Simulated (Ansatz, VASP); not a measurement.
# Si: VASP beside Ansatz

```xyz
1
Lattice="2.5104 0.0000 0.0000 0.0000 2.5104 0.0000 0.0000 0.0000 2.5104" Properties=species:S:1:pos:R:3 pbc="T T T"
Si    0.0000    0.0000    0.0000
```

Alike in both runs: functional PBEsol; k mesh 16 × 16 × 16; occupations gaussian, width 0.1 eV; no spin polarisation.

Ansatz relaxed the structure, and its values are those at the end. VASP's run is a single point on that final structure, the one shown.

|  | VASP | Ansatz |
| --- | --- | --- |
| version | VASP 6.6.1 | Ansatz 0.2.0 |
| potentials or method | VASP PAW PBE potentials, release 64 (Si), cutoff 520 eV | scalar-relativistic, plane waves, PAW |
| valence electrons in the cell | 4 | 4 |

VASP gave:

* gap on the k mesh at the Fermi level (eV): none
* pressure (GPa): 0.2

What did Ansatz give for the same quantities?

gap on the k mesh at the Fermi level (eV): none; pressure (GPa): 0.1.

VASP's potentials were made for PBE, not for PBEsol. A gap of «none» marks a metal or a gap that the smearing closes. Ansatz's warnings: near symmetry operations not taken.
